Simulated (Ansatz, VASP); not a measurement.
# Two plane-wave programs on TePt

Contents of POSCAR:

```
TePt
1.0
    1.9815661262      1.1440577364      6.6610305258
   -1.9815661262      1.1440577364      6.6610305258
    0.0000000000     -2.2881154728      6.6610305258
Te Pt
2 2
Direct
    0.5980000000      0.5980000000      0.5980000000
    0.4020000000      0.4020000000      0.4020000000
    0.8703333333      0.8703333333      0.8703333333
    0.1296666667      0.1296666667      0.1296666667
```

File INCAR.step1:

```
  PREC = Accurate
  ENCUT = 520
  ISMEAR = 0
  SIGMA = 0.1
  LREAL = F
  LASPH = T
  NELM = 60
  NBANDS = 24
  GGA = PE
  ALGO = Normal
  EDIFF = 1E-4
  LWAVE = T
  LCHARG = F
```

File INCAR.step2:

```
  PREC = Accurate
  ENCUT = 520
  EDIFF = 1E-7
  ISMEAR = 0
  SIGMA = 0.1
  LREAL = F
  LASPH = T
  NELM = 60
  ALGO = Normal
  ISIF = 2
  LWAVE = F
  LCHARG = F
  METAGGA = R2SCAN
  LMIXTAU = T
  NBANDS = 24
  ISTART = 1
```

Contents of KPOINTS:

```
regular mesh
0
Gamma
  9 9 9
```

Input for Ansatz:

```yaml
crystal:
  lattice:
    - [1.9815661262, 1.1440577364, 6.6610305258]
    - [-1.9815661262, 1.1440577364, 6.6610305258]
    - [0.0, -2.2881154728, 6.6610305258]
  atoms:
    - { symbol: Te, position: [0.598, 0.598, 0.598] }
    - { symbol: Te, position: [0.402, 0.402, 0.402] }
    - { symbol: Pt, position: [0.8703333333, 0.8703333333, 0.8703333333] }
    - { symbol: Pt, position: [0.1296666667, 0.1296666667, 0.1296666667] }
basis:
  ecutwfc: 500
kpoints:
  mp_grid: { grid: [9, 9, 9] }
hamiltonian:
  xc: r2scan
scf:
  occupations: { method: gaussian, width: 0.1 }
output:
  forces: true
  stress: true
  eigenvalues: true
```

Alike in both runs: task single point; functional r2SCAN; k mesh 9 × 9 × 9; occupations gaussian, width 0.1 eV; no spin polarisation.

|  | VASP | Ansatz |
| --- | --- | --- |
| version | VASP 6.6.1 | Ansatz 0.2.0 |
| potentials or method | VASP PAW PBE potentials, release 64 (Te, Pt), cutoff 520 eV | scalar-relativistic, plane waves, PAW |
| valence electrons in the cell | 32 | 68 |

```tsv
	VASP	Ansatz	Ansatz less VASP
gap on the k mesh at the Fermi level (eV)	none	none	-
pressure (GPa)	2.5	2.6	+0.07
traceless stress, the component that is largest in VASP (GPa)	0.26	0.23	-0.024
rms of the force components (eV/Å)	0.029	0.036	+0.0078
```

VASP's potentials were made for PBE, not for r2SCAN. Atom by atom the forces differ by 0.015 eV/Å (rms over components). A gap of «none» marks a metal or a gap that the smearing closes. The functional is the same, so the differences come from potentials, cutoffs and numerics. VASP's potentials hold 32 valence electrons a cell and Ansatz's 68, so a difference there can come from the potentials and not from the codes.

Neither program's run includes spin-orbit coupling.
